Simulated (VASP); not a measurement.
The system is Ga2O3.

```xyz
10
Lattice="2.5288 1.4600 4.5409 -2.5288 1.4600 4.5409 0.0000 -2.9200 4.5409" Properties=species:S:1:pos:R:3 pbc="T T T"
Ga    0.0000    0.0000    4.8476
Ga    0.0000    0.0000    1.9639
Ga    0.0000    0.0000    8.7753
Ga    0.0000    0.0000   11.6590
O    -0.9957    1.4600    7.9467
O    -0.7666   -1.5923    7.9467
O     1.7622    0.1323    7.9467
O     0.9957   -1.4600    5.6762
O     0.7666    1.5923    5.6762
O    -1.7622   -0.1323    5.6762
```

```yaml
Program: VASP 6.6.1
Task: relaxation of cell and atoms
Functional: LDA
Potentials_or_basis: VASP PAW LDA potentials, release 64 (Ga_d, O)
Cutoff: 600 eV
k_mesh: 6 × 6 × 6
Occupations: fermi-dirac, width 0.02 eV
Spin: no spin polarisation
```

At the start: pressure -12.5 GPa; volume 10.06 Å³/atom.

**Question.** How do energy, volume and symmetry change on relaxing?

**Answer.** Over 9 steps the energy falls by 24.3 meV/atom and the volume is 9.47 Å³/atom (-5.8 %); space group R-3c (No. 167, to 0.1 Å) before and after.

Step by step:
```
step  energy change (eV)  largest force (eV/Å)  pressure (GPa)  volume (Å³)
   1              0.0000                0.0636          -12.53       100.59
   2             -0.0053                0.0161           15.34        89.57
   3             -0.2419                0.0371           -0.10        94.81
   4             -0.2419                0.0363            0.13        94.69
   5             -0.2429                0.0128            0.15        94.67
   6             -0.2429                0.0161            0.14        94.67
   7             -0.2429                0.0085           -0.11        94.77
   8             -0.2429                0.0100           -0.06        94.75
   9             -0.2430                0.0037           -0.04        94.73
```

Final structure:
```
Ga O
1.0
     2.48082    1.43230    4.44336
    -2.48082    1.43230    4.44336
     0.00000   -2.86461    4.44336
Ga O
4 6
Direct
  0.35569 0.35569 0.35569
  0.14431 0.14431 0.14431
  0.64431 0.64431 0.64431
  0.85569 0.85569 0.85569
  0.55257 0.94743 0.25000
  0.25000 0.55257 0.94743
  0.94743 0.25000 0.55257
  0.44743 0.05257 0.75000
  0.75000 0.44743 0.05257
  0.05257 0.75000 0.44743
```
